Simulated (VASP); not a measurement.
# RbBr: relaxation of cell and atoms with PBEsol

RbBr:

```
CELL_PARAMETERS angstrom
4.12608 0.00000 0.00000
0.00000 4.12608 0.00000
0.00000 0.00000 4.12608
ATOMIC_POSITIONS crystal
Rb 0.00000 0.00000 0.00000
Br 0.50000 0.50000 0.50000
```

- Program: VASP 6.6.1
- Task: relaxation of cell and atoms
- Functional: PBEsol
- Potentials or basis: VASP PAW PBE potentials, release 64 (Rb_sv, Br)
- Cutoff: 600 eV
- k mesh: 8 × 8 × 8
- Occupations: fermi-dirac, width 0.1 eV
- Spin: no spin polarisation
- Dipole correction: no
- Further INCAR settings: ALGO = Normal; EDIFF = 1e-06; IBRION = 2; EDIFFG = -0.002; NSW = 100; ISIF = 3

```
Relaxed volume                        : 33.89 Å³/atom
Relaxed cell                          : a = 4.077 Å, b = 4.077 Å, c = 4.077 Å, α = 90.00°, β = 90.00°, γ = 90.00°
Space group after relaxing (to 0.1 Å) : Pm-3m (No. 221)
Energy gained by relaxing             : 2.2 meV/atom
Ionic steps                           : 18
Pressure after relaxing               : 0.0 GPa
Band gap on the k mesh                : 4.02 eV (least direct gap 4.18 eV)
```

Step by step:
```
step  energy change (eV)  largest force (eV/Å)  pressure (GPa)  volume (Å³)
   1              0.0000                0.0000           -0.56        70.24
   2             -0.0033                0.0000           -0.30        69.01
   3             -0.0045                0.0000            0.03        67.63
   4             -0.0045                0.0000            0.01        67.74
   5             -0.0045                0.0000           -0.01        67.87
   6             -0.0045                0.0000           -0.02        67.81
   7             -0.0045                0.0000           -0.01        67.80
   8             -0.0045                0.0000           -0.02        67.80
   9             -0.0045                0.0000           -0.01        67.80
  10             -0.0045                0.0000           -0.01        67.80
  11             -0.0045                0.0000           -0.01        67.80
  12             -0.0045                0.0000           -0.01        67.80
  13             -0.0045                0.0000           -0.01        67.80
  14             -0.0045                0.0000           -0.01        67.80
  15             -0.0045                0.0000           -0.01        67.80
  16             -0.0045                0.0000           -0.02        67.80
  17             -0.0045                0.0000           -0.02        67.79
  18             -0.0045                0.0000           -0.01        67.78
```

Final structure:
```
Rb Br
1.0
     4.07729    0.00000    0.00000
     0.00000    4.07729    0.00000
     0.00000    0.00000    4.07729
Rb Br
1 1
Direct
  0.00000 0.00000 0.00000
  0.50000 0.50000 0.50000
```

Levels at points of the mesh, in eV from the valence-band top:
```
           k point  band 6  band 7  band 8  band 9  band 10  band 11
(0.00, 0.00, 0.00)   -0.16   -0.16   -0.16    4.02     5.41     5.41
(0.50, 0.00, 0.00)   -1.86   -0.25   -0.25    6.79     7.10     7.73
(0.50, 0.50, 0.00)   -1.11   -1.11    0.00    5.19     6.12     7.91
(0.50, 0.50, 0.50)   -1.46   -1.46   -1.46    8.21     8.21     8.21
```

It took 5.5 min on 1 thread of Intel Xeon 8259CL, with other jobs on the host, peak memory 0.24 GiB.

Caveat: the PAW data sets were made with another functional, which shifts forces and pressure a little. A k mesh can miss the band edges.
